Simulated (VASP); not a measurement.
The system is CaLa3.

```xyz
4
Lattice="0.0000 4.0617 4.0617 4.0617 0.0000 4.0617 4.0617 4.0617 0.0000" Properties=species:S:1:pos:R:3 pbc="T T T"
Ca    4.0617    4.0617    4.0617
La    2.0309    2.0309    2.0309
La    6.0926    6.0926    6.0926
La    0.0000    0.0000    0.0000
```

| Quantity | Value |
| --- | --- |
| Program | VASP 6.6.1 |
| Task | relaxation of cell and atoms |
| Functional | PBE |
| Potentials or basis | VASP PAW PBE potentials, release 64 (Ca_sv, La) |
| Cutoff | 600 eV |
| k mesh | 4 × 4 × 4 |
| Occupations | gaussian, width 0.1 eV |
| Spin | no spin polarisation |

At the start: pressure 4.4 GPa; volume 33.50 Å³/atom.

**Question.** How do energy, volume and symmetry change on relaxing?

**Answer.** Over 3 steps the energy falls by 61.5 meV/atom and the volume is 38.50 Å³/atom (+14.9 %); space group Fm-3m (No. 225, to 0.05 Å).

The path:
```csv
step,energy change (eV),largest force (eV/Å),pressure (GPa),volume (Å³)
1,0.0000,0.0000,4.41,134.02
2,-0.2452,0.0000,0.20,152.69
3,-0.2461,0.0000,0.01,153.98
```

Final structure:
```
CELL_PARAMETERS angstrom
0.00000 4.25418 4.25418
4.25418 0.00000 4.25418
4.25418 4.25418 0.00000
ATOMIC_POSITIONS crystal
Ca 0.50000 0.50000 0.50000
La 0.25000 0.25000 0.25000
La 0.75000 0.75000 0.75000
La 0.00000 0.00000 0.00000
```
